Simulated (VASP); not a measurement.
# NaCl (Fm-3m) in VASP: notebook, part 2 of 2

VASP 6.6.1. Earlier steps stand in the parts before.

**4. Single point, r2SCAN**

This run uses another cell than the first one, of 21.38 Å³/atom.

POSCAR

```
NaCl
1.0
    0.0000000000      2.7753105505      2.7753105505
    2.7753105505      0.0000000000      2.7753105505
    2.7753105505      2.7753105505      0.0000000000
Cl Na
1 1
Direct
    0.5000000000      0.5000000000      0.5000000000
    0.0000000000      0.0000000000      0.0000000000
```

INCAR.step1

```
PREC = Accurate
ENCUT = 520
ISMEAR = -1
SIGMA = 0.05
LREAL = False
LASPH = True
NELM = 60
NBANDS = 14
GGA = PE
ALGO = Normal
EDIFF = 1E-4
LWAVE = True
LCHARG = False
```

INCAR.step2

```
PREC = Accurate
ENCUT = 520
EDIFF = 1E-6
ISMEAR = -1
SIGMA = 0.05
LREAL = False
LASPH = True
NELM = 60
ALGO = Normal
ISIF = 2
LWAVE = False
LCHARG = False
METAGGA = R2SCAN
LMIXTAU = True
NBANDS = 14
ISTART = 1
```

KPOINTS

```
Automatic mesh
0
Gamma
  8 8 8
```

Potentials or basis: VASP PAW PBE potentials, release 64 (Cl, Na_pv).

Run with:

```console
$ cat potpaw_PBE.64/Cl/POTCAR potpaw_PBE.64/Na_pv/POTCAR > POTCAR
$ cp INCAR.step1 INCAR
$ mpirun -np 1 vasp_std > vasp.out
$ cp INCAR.step2 INCAR
$ mpirun -np 1 vasp_std > vasp.out
```

OUTCAR:

```text
PREC = Accurate
   ENCUT = 520
   EDIFF = 1E-6
   ISMEAR = -1
   LREAL = False
   LASPH = True
   NELM = 60
   ISIF = 2
   METAGGA = R2SCAN
   ISTART = 1

 ion  position               nearest neighbor table
   1  0.500  0.500  0.500-
   2  0.000  0.000  0.000-

  LATTYP: Found a face centered cubic cell.
 ALAT       =     5.5506211010

  Lattice vectors:

 A1 = (   0.0000000000,   2.7753105505,   2.7753105505)
 A2 = (   2.7753105505,   0.0000000000,   2.7753105505)
 A3 = (   2.7753105505,   2.7753105505,   0.0000000000)

Analysis of symmetry for initial positions (statically):
=====================================================================
 Subroutine PRICEL returns:
 Original cell was already a primitive cell.

 Routine SETGRP: Setting up the symmetry group for a
 face centered cubic supercell.

 Subroutine GETGRP returns: Found 48 space group operations
 (whereof 48 operations were pure point group operations)
 out of a pool of 48 trial point group operations.

The static configuration has the point symmetry O_h .

Analysis of symmetry for dynamics (positions and initial velocities):
=====================================================================
 Subroutine PRICEL returns:
 Original cell was already a primitive cell.

 Routine SETGRP: Setting up the symmetry group for a
 face centered cubic supercell.

 Subroutine GETGRP returns: Found 48 space group operations
 (whereof 48 operations were pure point group operations)
 out of a pool of 48 trial point group operations.

The dynamic configuration has the point symmetry O_h .

 Subroutine INISYM returns: Found 48 space group operations
 (whereof 48 operations are pure point group operations),
 and found     1 'primitive' translations

----------------------------------------------------------------------------------------

[... 118 lines left out ...]
   LHFCALC =     F    Hartree Fock is set to
   AEXX    =    0.0000 exact exchange contribution
   IVDW    =     0    specifies the selected vdW correction
   LEPSILON=     F    determine dielectric tensor
   LRPA    =     F    only Hartree local field effects (RPA)
 non-spin polarized calculation
  energy-cutoff  :      520.00
  volume of cell :       42.75
 maximum number of plane-waves:      1174
 NGX is ok and might be reduce to    30
   NGX = 15   NGY = 15   NGZ = 15

 number of electron      14.0000011 magnetization

 Free energy of the ion-electron system (eV)
  ---------------------------------------------------
  ext. energy  EPLUGINS =         0.00000000
  ---------------------------------------------------
  free energy    TOTEN  =       -13.78768547 eV

  energy without entropy =      -13.78768547  energy(sigma->0) =      -13.78768547

 E-fermi :   0.2122     XC(G=0):  -8.8704

 val. band max:       -0.8793881322   @ k =   0.0000   0.0000   0.0000
 cond. band min:       5.2464564923   @ k =   0.0000   0.0000   0.0000
 fundamental gap:      6.1258446245
 Fermi energy:         0.2122261604

 k-point     1 :       0.0000    0.0000    0.0000
  band No.  band energies     occupation
      1     -22.3147      2.00000
      2     -22.3143      2.00000
      3     -22.3143      2.00000
      4     -14.2164      2.00000
      5      -0.8794      2.00000
      6      -0.8794      2.00000
      7      -0.8794      2.00000
      8       5.2465      0.00000
      9      10.9233      0.00000
     10      10.9233      0.00000
     11      10.9233      0.00000
     12      13.2346      0.00000
     13      13.2346      0.00000
     14      14.9344      0.00000
[... 377 lines left out ...]
      1     -22.3428      2.00000
      2     -22.3238      2.00000
      3     -22.3192      2.00000
      4     -13.7872      2.00000
      5      -2.6637      2.00000
      6      -1.7227      2.00000
      7      -1.3435      2.00000
      8       8.2647      0.00000
      9       9.7557      0.00000
     10      10.3765      0.00000
     11      11.8860      0.00000
     12      14.5669      0.00000
     13      16.0463      0.00000
     14      16.9276      0.00000

 [... further k-points ...]

------------------------ aborting loop because EDIFF is reached ----------------------------------------

  FORCE on cell =-STRESS in cart. coord.  units (eV):
  Direction    XX          YY          ZZ          XY          YZ          ZX
  --------------------------------------------------------------------------------------
  -------------------------------------------------------------------------------------
  Total        0.1995260      0.1995260      0.1995260      0.0000000      0.0000000      0.0000000
  in kB        7.4773097      7.4773097      7.4773097      0.0000000      0.0000000      0.0000000
  external PRESSURE =       7.4773097 kB  Pullay stress =       0.0000000 kB

 VOLUME and BASIS-vectors are now :
 -----------------------------------------------------------------------------
  energy-cutoff  :      520.00
  volume of cell :       42.75
      direct lattice vectors                 reciprocal lattice vectors
     0.000000000  2.775310550  2.775310550    -0.180160018  0.180160018  0.180160018
     2.775310550  0.000000000  2.775310550     0.180160018 -0.180160018  0.180160018
     2.775310550  2.775310550  0.000000000     0.180160018  0.180160018 -0.180160018

 POSITION                                       TOTAL-FORCE (eV/Angst)
 -----------------------------------------------------------------------------------
      2.77531      2.77531      2.77531        -0.000000     -0.000000     -0.000000
      0.00000      0.00000      0.00000         0.000000      0.000000      0.000000
 -----------------------------------------------------------------------------------
    total drift:                               -0.000000      0.000000      0.000000

  FREE ENERGIE OF THE ION-ELECTRON SYSTEM (eV)
  ---------------------------------------------------
  free  energy   TOTEN  =       -13.7876854695 eV

  energy  without entropy=      -13.7876854695  energy(sigma->0) =      -13.78768547
```

It took 2.2 min on 1 thread of AMD EPYC 7R13, shared host; peak memory 0.14 GiB.

Results:

```
Free energy            : -13.7877 eV
Pressure               : 0.7 GPa
Band gap on the k mesh : 6.13 eV
```

Caveat: the PAW data sets were made with another functional, which shifts forces and pressure a little.

**5. Single point, r2SCAN**

This run uses another cell than the first one, of 21.81 Å³/atom.

POSCAR

```
NaCl
1.0
    0.0000000000      2.7940632177      2.7940632177
    2.7940632177      0.0000000000      2.7940632177
    2.7940632177      2.7940632177      0.0000000000
Cl Na
1 1
Direct
    0.5000000000      0.5000000000      0.5000000000
    0.0000000000      0.0000000000      0.0000000000
```

INCAR.step1

```
SYSTEM = NaCl
  PREC = Accurate
  ENCUT = 520
  ISMEAR = -1
  SIGMA = 0.05
  LREAL = .FALSE.
  LASPH = .TRUE.
  NELM = 80
  NBANDS = 14
  GGA = PE
  ALGO = Normal
  EDIFF = 1E-4
  LWAVE = .TRUE.
  LCHARG = .FALSE.
```

INCAR.step2

```
SYSTEM = NaCl
  PREC = Accurate
  ENCUT = 520
  EDIFF = 1E-6
  ISMEAR = -1
  SIGMA = 0.05
  LREAL = .FALSE.
  LASPH = .TRUE.
  NELM = 80
  ALGO = Normal
  ISIF = 2
  LWAVE = .FALSE.
  LCHARG = .TRUE.
  METAGGA = R2SCAN
  LMIXTAU = .TRUE.
  LELF = .TRUE.
  LVHAR = .TRUE.
  NBANDS = 14
  ISTART = 1
```

KPOINTS

```
Automatic mesh
0
G
  8 8 8
  0 0 0
```

Run with:

```console
$ cat potpaw_PBE.64/Cl/POTCAR potpaw_PBE.64/Na_pv/POTCAR > POTCAR
$ cp INCAR.step1 INCAR
$ mpirun -np 1 vasp_std > vasp.out
$ cp INCAR.step2 INCAR
$ mpirun -np 1 vasp_std > vasp.out
```

It took 2.4 min on 1 thread of AMD EPYC 7R13, shared host; peak memory 0.14 GiB.

The run converged. Its results:

```
Free energy            : -13.7901 eV
Pressure               : 0.1 GPa
Band gap on the k mesh : 6.04 eV
```

Levels at points of the mesh, in eV from the valence-band top:
```
           k point  band 5  band 6  band 7  band 8  band 9  band 10
(0.00, 0.00, 0.00)    0.00    0.00    0.00    6.04   11.79    11.79
(0.50, 0.00, 0.00)   -2.01   -0.29   -0.29    8.00   11.84    11.84
(0.50, 0.50, 0.00)   -1.76   -0.63   -0.63    8.52    8.59    12.42
```

Caveat: the PAW data sets were made with another functional, which shifts forces and pressure a little.

**6. Overview**

| cell | gap on the mesh (eV) | pressure (GPa) |
| --- | --- | --- |
| a = 3.871 Å, angles 60.0°, 2 atoms | 6.32 | 2.0 |
| a = 3.898 Å, angles 60.0°, 2 atoms | 6.22 | 1.4 |
| a = 3.925 Å, angles 60.0°, 2 atoms | 6.13 | 0.7 |
| a = 3.951 Å, angles 60.0°, 2 atoms | 6.04 | 0.1 |

Alike in all rows: task single point; level r2SCAN; potentials or basis VASP PAW PBE potentials, release 64 (Cl, Na_pv); no spin polarisation; k mesh 8 × 8 × 8; cutoff (eV) 520; smearing fermi-dirac 0.05 eV.

Caveats: the PAW data sets were made with another functional, which shifts forces and pressure a little.

Total energies depend on the potentials used, so only differences within one code and one set of settings carry meaning.
